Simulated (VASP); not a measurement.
Wanted: the native input for a VASP 6.6.1 run.

```
Task                   : relaxation of cell and atoms
Functional             : LDA
Potentials or basis    : VASP PAW LDA potentials, release 64 (Al, Ru_pv)
Cutoff                 : 600 eV
k mesh                 : 14 × 14 × 14
Occupations            : gaussian, width 0.1 eV
Spin                   : no spin polarisation
Dipole correction      : no
Further INCAR settings : ALGO = Normal; EDIFF = 1e-07; IBRION = 2; EDIFFG = -0.005; NSW = 100; ISIF = 3
```

The structure of AlRu lies in POSCAR:

```
AlRu
1.0
    2.9542402631      0.0000000000      0.0000000000
    0.0000000000      2.9542402631      0.0000000000
    0.0000000000      0.0000000000      2.9542402631
Al Ru
1 1
Direct
    0.0000000000      0.0000000000      0.0000000000
    0.5000000000      0.5000000000      0.5000000000
```

The input as run:

INCAR

```
SYSTEM = AlRu
PREC = Accurate
ENCUT = 600
EDIFF = 1E-7
ISMEAR = 0
SIGMA = 0.1
LREAL = .FALSE.
LASPH = .TRUE.
NELM = 60
ALGO = Normal
ISIF = 3
LWAVE = .FALSE.
LCHARG = .FALSE.
IBRION = 2
NSW = 100
EDIFFG = -0.005
```

KPOINTS

```
regular mesh
0
G
  14 14 14
  0 0 0
```

Potentials or basis: VASP PAW LDA potentials, release 64 (Al, Ru_pv).

Launch:

```console
$ cat potpaw_LDA.64/Al/POTCAR potpaw_LDA.64/Ru_pv/POTCAR > POTCAR
$ mpirun -np 1 vasp_std > vasp.out
```

It gave:

```
Relaxed volume                        : 12.92 Å³/atom
Relaxed cell                          : a = 2.956 Å, b = 2.956 Å, c = 2.956 Å, α = 90.00°, β = 90.00°, γ = 90.00°
Space group after relaxing (to 0.1 Å) : Pm-3m (No. 221)
Energy gained by relaxing             : 0.0 meV/atom
Ionic steps                           : 3
Pressure after relaxing               : 0.0 GPa
Band gap on the k mesh                : zero (an odd number of electrons rules out a gap without spin polarisation)
```

It took 63 s on 1 thread of Intel Xeon 8259CL, with other jobs on the host, peak memory 0.17 GiB.
